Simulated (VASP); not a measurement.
# B (Fddd) in VASP: a series of runs

The runs below take B through single point, with PBE.

Program: VASP 6.6.1. These are calculated values, not measurements. Logs are shortened: lines on timing, memory, paths and dates and some standing lists are left out, and cuts for length are marked.

**1. The cell of the first run**

The structure is orthorhombic, space group Fddd (No. 70). Conventional cell: a = 4.097 Å, b = 4.239 Å, c = 10.946 Å, α = 90.00°, β = 90.00°, γ = 90.00°. Within 2.3 Å of B (site symmetry 222) lie 6 B at 1.73 to 1.79 Å. Within 2.2 Å of B (site symmetry 2) lie 5 B at 1.64 to 1.79 Å.

**2. Single point, PBE**

The input, INCAR:

```
  ALGO = Normal
  EDIFF = 1E-6
  ENCUT = 520
  GGA = PE
  ISIF = 2
  ISMEAR = 0
  LASPH = True
  LCHARG = True
  LELF = True
  LREAL = False
  LVHAR = True
  LWAVE = False
  NBANDS = 18
  NELM = 60
  PREC = Accurate
  SIGMA = 0.1
```

The input, KPOINTS:

```
k-points
0
Gamma
  6 6 6
```

The input, POSCAR:

```
B
1.0
    0.0000000000      5.4731390590      2.0485411007
    2.1193186788      0.0000000000      2.0485411007
    2.1193186788      5.4731390590      0.0000000000
B
6
Direct
    0.2472980913      0.2472980913      0.2527019087
    0.9972980913      0.9972980913      0.0027019087
    1.0895472255      0.4050157132      0.0949928615
    0.4050157132      1.0895472255      0.4104441997
    0.8395558003      0.1550071385      0.8449842868
    0.1550071385      0.8395558003      0.1604527745
```

Potentials or basis: VASP PAW PBE potentials, release 64 (B).

Run with:

```bash
cat potpaw_PBE.64/B/POTCAR > POTCAR
mpirun -np 1 vasp_std > vasp.out
```

OUTCAR:

```text
EDIFF = 1E-6
   ENCUT = 520
   GGA = PE
   ISIF = 2
   ISMEAR = 0
   LASPH = True
   LREAL = False
   NELM = 60
   PREC = Accurate

 ion  position               nearest neighbor table
   1  0.247  0.247  0.253-   4 1.73   3 1.73   6 1.79   5 1.79   6 1.79   5 1.79
   2  0.997  0.997  0.003-   5 1.73   6 1.73   3 1.79   4 1.79   3 1.79   4 1.79
   3  0.090  0.405  0.095-   6 1.64   6 1.64   1 1.73   2 1.79   2 1.79
   4  0.405  0.090  0.410-   5 1.64   5 1.64   1 1.73   2 1.79   2 1.79
   5  0.840  0.155  0.845-   4 1.64   4 1.64   2 1.73   1 1.79   1 1.79
   6  0.155  0.840  0.160-   3 1.64   3 1.64   2 1.73   1 1.79   1 1.79

  LATTYP: Found a face centered orthorhombic cell.
 ALAT       =     4.0970822014
 B/A-ratio  =     1.0345502358
 C/A-ratio  =     2.6717252864

  Lattice vectors:

 A1 = (   2.1193186788,   5.4731390590,   0.0000000000)
 A2 = (   0.0000000000,   5.4731390590,   2.0485411007)
 A3 = (   2.1193186788,   0.0000000000,   2.0485411007)

Analysis of symmetry for initial positions (statically):
=====================================================================
 Subroutine PRICEL returns:
 Original cell was already a primitive cell.

 Routine SETGRP: Setting up the symmetry group for a
 face centered orthorhombic supercell.

 Subroutine GETGRP returns: Found  4 space group operations
 (whereof  2 operations were pure point group operations)
 out of a pool of  8 trial point group operations.

The static configuration has the point symmetry C_2 .
 The point group associated with its full space group is C_2v.

Analysis of symmetry for dynamics (positions and initial velocities):
=====================================================================
 Subroutine PRICEL returns:
 Original cell was already a primitive cell.

 Routine SETGRP: Setting up the symmetry group for a
 face centered orthorhombic supercell.

 Subroutine GETGRP returns: Found  4 space group operations
 (whereof  2 operations were pure point group operations)
 out of a pool of  8 trial point group operations.

The dynamic configuration has the point symmetry C_2 .
 The point group associated with its full space group is C_2v.

 Subroutine INISYM returns: Found  4 space group operations
 (whereof  2 operations are pure point group operations),
 and found     1 'primitive' translations

----------------------------------------------------------------------------------------

                                     Primitive cell

  volume of cell :      47.5234

  direct lattice vectors                    reciprocal lattice vectors
     0.000000000  5.473139059  2.048541101    -0.235924878  0.091355252  0.244076138
     2.119318679  0.000000000  2.048541101     0.235924878 -0.091355252  0.244076138
     2.119318679  5.473139059  0.000000000     0.235924878  0.091355252 -0.244076138

  length of vectors
     5.843951728  2.947546828  5.869136463     0.351538748  0.351538748  0.351538748

  position of ions in fractional coordinates (direct lattice)
     0.247298091  0.247298091  0.252701909
     0.997298091  0.997298091  0.002701909
     0.089547225  0.405015713  0.094992862
     0.405015713  0.089547225  0.410444200
     0.839555800  0.155007138  0.844984287
     0.155007138  0.839555800  0.160452775

  ion indices of the primitive-cell ions
   primitive index   ion index
                 1           1
                 2           2
                 3           3
                 4           4
                 5           5
                 6           6

----------------------------------------------------------------------------------------

 KPOINTS: k-points

Automatic generation of k-mesh.
 Grid dimensions read from file:
 generate k-points for:    6    6    6

 Generating k-lattice:

  Cartesian coordinates                     Fractional coordinates (reciprocal lattice)
    -0.039320813  0.015225875  0.040679356     0.166666667  0.000000000  0.000000000
     0.039320813 -0.015225875  0.040679356     0.000000000  0.166666667 -0.000000000
     0.039320813  0.015225875 -0.040679356     0.000000000 -0.000000000  0.166666667

  Length of vectors
     0.058589791  0.058589791  0.058589791

  Shift w.r.t. Gamma in fractional coordinates (k-lattice)
     0.000000000  0.000000000  0.000000000

 Subroutine IBZKPT returns following result:
 ===========================================

 Found     46 irreducible k-points:

 Following reciprocal coordinates:
            Coordinates               Weight
  0.000000  0.000000  0.000000      1.000000
  0.166667  0.000000  0.000000      8.000000
  0.333333  0.000000  0.000000      8.000000
  0.500000  0.000000  0.000000      4.000000
  0.166667  0.166667  0.000000      2.000000
  0.333333  0.166667 -0.000000      8.000000
[... 16 lines left out ...]
 -0.166667  0.166667  0.166667      8.000000
  0.500000  0.333333  0.166667      4.000000
 [... further k-points ...]
   k-points           NKPTS =     46   k-points in BZ     NKDIM =     46   number of bands    NBANDS=     18
   number of dos      NEDOS =    301   number of ions     NIONS =      6
   total plane-waves  NPLWV =  55296
   dimension x,y,z NGX =    48 NGY =   24 NGZ =   48
   dimension x,y,z NGXF=    96 NGYF=   48 NGZF=   96
   ions per type =               6
   NGX,Y,Z   is equivalent  to a cutoff of  13.65, 13.54, 13.60 a.u.
   NGXF,Y,Z  is equivalent  to a cutoff of  27.31, 27.07, 27.19 a.u.
 SYSTEM =  unknown system
   PREC   = accura    normal or accurate (medium, high low for compatibility)
   ISTART =      0    job   : 0-new  1-cont  2-samecut
   ICHARG =      2    charge: 1-file 2-atom 10-const
   ISPIN  =      1    spin polarized calculation?
   LNONCOLLINEAR =      F non collinear calculations
   LSORBIT =      F    spin-orbit coupling
   LASPH  =      T    aspherical Exc in radial PAW
   ENCUT  =  520.0 eV  38.22 Ry    6.18 a.u.  10.87  5.48 10.91*2*pi/ulx,y,z
   NELM   =     60;   NELMIN=  2; NELMDL= -5     # of ELM steps
   EDIFF  = 0.1E-05   stopping-criterion for ELM
   LREAL  =      F    real-space projection
   EDIFFG = 0.1E-04   stopping-criterion for IOM
   NSW    =      0    number of steps for IOM
   IBRION =     -1    ionic relax: 0-MD 1-quasi-New 2-CG
   NFREE  =      0    steps in history (QN), initial steepest desc. (CG)
   ISIF   =      2    stress and relaxation
   ISYM   =      2    0-nonsym 1-usesym 2-fastsym
   POTIM  = 0.5000    time-step for ionic-motion
   TEBEG  =    0.0;   TEEND  =   0.0 temperature during run
   PSTRESS=    0.0 pullay stress
   NELECT =      18.0000    total number of electrons
   NUPDOWN=      -1.0000    fix difference up-down
   EMIN   =  10.00;   EMAX   =-10.00  energy-range for DOS
   EFERMI =   0.00;   METHOD = LEGACY
   ISMEAR =     0;   SIGMA  =   0.10  broadening in eV -4-tet -1-fermi 0-gaus
   EFERMI_NEDOS =   21; number of points for ismear=-14 and -15
   IALGO  =     38    algorithm
   IMIX   =      4    mixing-type and parameters
     AMIX     =   0.40;   BMIX     =  1.00
     AMIX_MAG =   1.60;   BMIX_MAG =  1.00
  volume/ion in A,a.u.               =       7.92        53.45
  Fermi-wavevector in a.u.,A,eV,Ry     =   1.184486  2.238354 19.089064  1.403007
  Thomas-Fermi vector in A             =   2.320699
   LORBIT       =      0    0 simple, 1 ext, 2 COOP (PROOUT), +10 PAW based schemes
   GGA     = PE    functional components
   LHFCALC =     F    Hartree Fock is set to
   AEXX    =    0.0000 exact exchange contribution
   IVDW    =     0    specifies the selected vdW correction
   LEPSILON=     F    determine dielectric tensor
   LRPA    =     F    only Hartree local field effects (RPA)
 non-spin polarized calculation
 Gauss-broadening in eV      SIGMA  =   0.10
  energy-cutoff  :      520.00
  volume of cell :       47.52
 maximum number of plane-waves:      1300
 NGX is ok and might be reduce to    48
   NGX = 21   NGY = 11   NGZ = 21

 number of electron      18.0000000 magnetization

 Free energy of the ion-electron system (eV)
  ---------------------------------------------------
  ext. energy  EPLUGINS =         0.00000000
  ---------------------------------------------------
  free energy    TOTEN  =       -37.37341368 eV

  energy without entropy =      -37.36774045  energy(sigma->0) =      -37.37057707

 E-fermi :   5.5722     XC(G=0): -11.2091

 val. band max:        5.4794457712   @ k =   0.3333   0.3333   0.0000
 cond. band min:       5.5858812257   @ k =  -0.3333   0.1667   0.3333
 fundamental gap:      0.1064354545
 Fermi energy:         5.5721979262

 k-point     1 :       0.0000    0.0000    0.0000
  band No.  band energies     occupation
      1      -9.9227      2.00000
      2      -7.0467      2.00000
      3      -5.5012      2.00000
      4       0.3737      2.00000
      5       0.4475      2.00000
      6       1.7215      2.00000
[... 10 lines left out ...]
     17      12.4042      0.00000
     18      13.7275      0.00000

 k-point     2 :       0.1667    0.0000    0.0000
  band No.  band energies     occupation
      1      -9.5751      2.00000
      2      -6.9601      2.00000
      3      -5.0321      2.00000
      4      -0.9903      2.00000
      5       0.5105      2.00000
      6       1.3985      2.00000
[... 10 lines left out ...]
     17      13.7981      0.00000
     18      14.2975      0.00000

 k-point     3 :       0.3333    0.0000    0.0000
  band No.  band energies     occupation
      1      -8.6110      2.00000
      2      -6.5987      2.00000
      3      -4.4878      2.00000
      4      -2.6638      2.00000
      5      -0.6999      2.00000
      6       0.7279      2.00000
[... 10 lines left out ...]
     17      14.1076      0.00000
     18      15.3805      0.00000

 k-point     4 :       0.5000    0.0000    0.0000
  band No.  band energies     occupation
      1      -7.7365      2.00000
      2      -6.2954      2.00000
      3      -5.3001      2.00000
      4      -2.7828      2.00000
      5      -0.6757      2.00000
      6      -0.4133      2.00000
[... 375 lines left out ...]
      4      -2.4173      2.00000
      5      -1.1576      2.00000
      6      -0.2718      2.00000
[... 10 lines left out ...]
     17      15.1849      0.00000
     18      17.2354      0.00000

 k-point    23 :      -0.1667    0.1667    0.1667
  band No.  band energies     occupation
      1      -8.4050      2.00000
      2      -6.0730      2.00000
      3      -4.5654      2.00000
      4      -2.4446      2.00000
      5      -0.5823      2.00000
      6      -0.3848      2.00000
[... 10 lines left out ...]
     17      14.6245      0.00000
     18      16.0061      0.00000

 k-point    24 :       0.5000    0.3333    0.1667
  band No.  band energies     occupation
      1      -7.4013      2.00000
      2      -5.6936      2.00000
      3      -4.0150      2.00000
      4      -2.9438      2.00000
      5      -1.1996      2.00000
      6       0.1172      2.00000
[... 10 lines left out ...]
     17      16.6668      0.00000
     18      16.8436      0.00000

 [... further k-points ...]
[... 5 lines left out ...]
  --------------------------------------------------------------------------------------
  -------------------------------------------------------------------------------------
  Total       -0.0098855      0.0054397      0.0551537      0.0000000      0.0000000      0.0000000
  in kB       -0.3332727      0.1833897      1.8594211      0.0000000      0.0000000      0.0000000
  external PRESSURE =       0.5698460 kB  Pullay stress =       0.0000000 kB

 VOLUME and BASIS-vectors are now :
 -----------------------------------------------------------------------------
  energy-cutoff  :      520.00
  volume of cell :       47.52
      direct lattice vectors                 reciprocal lattice vectors
     0.000000000  5.473139059  2.048541101    -0.235924878  0.091355252  0.244076138
     2.119318679  0.000000000  2.048541101     0.235924878 -0.091355252  0.244076138
     2.119318679  5.473139059  0.000000000     0.235924878  0.091355252 -0.244076138

 POSITION                                       TOTAL-FORCE (eV/Angst)
 -----------------------------------------------------------------------------------
      1.05966      2.73657      1.01320         0.000000      0.000000     -0.000588
      2.11932      5.47314      4.08601         0.000000      0.000000     -0.000588
      1.05968      1.01001      1.01313         0.000036     -0.006218      0.000294
      1.05964      4.46313      1.01313        -0.000036      0.006218      0.000294
      2.11930      9.21972      2.03740        -0.000036     -0.006218      0.000294
      2.11934      1.72656      2.03740         0.000036      0.006218      0.000294
 -----------------------------------------------------------------------------------
    total drift:                               -0.000000      0.000000     -0.000000

  FREE ENERGIE OF THE ION-ELECTRON SYSTEM (eV)
  ---------------------------------------------------
  free  energy   TOTEN  =       -37.3734136827 eV

  energy  without entropy=      -37.3677404544  energy(sigma->0) =      -37.37057707
```

Wall time 72 s (1 thread of AMD EPYC 7R43 (Zen 3), shared host); peak memory 0.18 GiB.

What came out:

```yaml
Free_energy: -37.3734 eV
Pressure: 0.1 GPa
Largest_force: 0.006 eV/Å
Band_gap_on_the_k_mesh: zero (band 9 reaches 7.55 eV, above the bottom of band 10 at 3.60 eV)
```

Forces in eV/Å, atoms in the order of the input:
```
B    0.000  0.000 -0.001
B    0.000  0.000 -0.001
B    0.000 -0.006  0.000
B    0.000  0.006  0.000
B    0.000 -0.006  0.000
B    0.000  0.006  0.000
```

Caveat: the k points lie up to 0.37 Å⁻¹ apart.

**3. Single point, PBE**

The input, INCAR:

```
SYSTEM = B
PREC = Accurate ; ENCUT = 520
EDIFF = 1E-7 ; ISMEAR = 0
SIGMA = 0.1 ; LREAL = .False.
LASPH = .True. ; NELM = 80
ALGO = Normal ; ISIF = 2
LWAVE = .False. ; LCHARG = .True.
GGA = PE ; LELF = .True.
LVHAR = .True. ; NBANDS = 18
```

The input, KPOINTS:

```
regular mesh
0
Gamma
  14 14 14
  0 0 0
```

The input, POSCAR:

```
B
1.0
    0.0000000000      2.0847194834      5.4761384266
    2.0840329015      0.0000000000      5.4761384266
    2.0840329015      2.0847194834      0.0000000000
B
6
Direct
    0.7500000000      0.7500000000      0.7500000000
    0.5000000000      0.5000000000      0.5000000000
    0.9074597123      0.9074597123      0.5925402877
    0.5925402877      0.5925402877      0.9074597123
    0.6574597123      0.6574597123      0.3425402877
    0.3425402877      0.3425402877      0.6574597123
```

Potentials or basis: VASP PAW PBE potentials, release 64 (B).

Run with:

```bash
cat potpaw_PBE.64/B/POTCAR > POTCAR
mpirun -np 1 vasp_std > vasp.out
```

It took 6.8 min on 1 thread of Intel Xeon Platinum 8375C at 2.90GHz (Ice Lake), shared host; peak memory 0.39 GiB.

Results (log left out):

| Property | Result |
| --- | --- |
| Free energy | -37.3658 eV |
| Pressure | 0.0 GPa |
| Largest force | 0.006 eV/Å |
| Band gap on the k mesh | zero (band 9 reaches 7.67 eV, above the bottom of band 10 at 3.62 eV) |

Forces in eV/Å, atoms in the order of the input:
```
B    0.000  0.000  0.000
B    0.000  0.000  0.000
B    0.000  0.000  0.006
B    0.000  0.000 -0.006
B    0.000  0.000  0.006
B    0.000  0.000 -0.006
```

Levels at points of the mesh, in eV from the Fermi level:
| k point | band 6 | band 7 | band 8 | band 9 | band 10 | band 11 | band 12 | band 13 |
| --- | --- | --- | --- | --- | --- | --- | --- | --- |
| (0.00, 0.00, 0.00) | -3.93 | -2.08 | -2.08 | 0.53 | 3.64 | 4.15 | 4.45 | 4.82 |
| (0.50, 0.00, 0.00) | -6.02 | -4.76 | -1.72 | 1.01 | 2.13 | 2.97 | 4.59 | 5.28 |
| (0.50, 0.50, 0.00) | -5.46 | -0.44 | -0.44 | 1.09 | 1.09 | 3.40 | 3.40 | 3.89 |
| (0.50, 0.00, 0.50) | -5.65 | -4.99 | -4.99 | -1.97 | -1.97 | 0.54 | 0.54 | 5.57 |
| (0.00, 0.50, 0.50) | -5.65 | -4.99 | -4.99 | -1.97 | -1.97 | 0.54 | 0.54 | 5.57 |
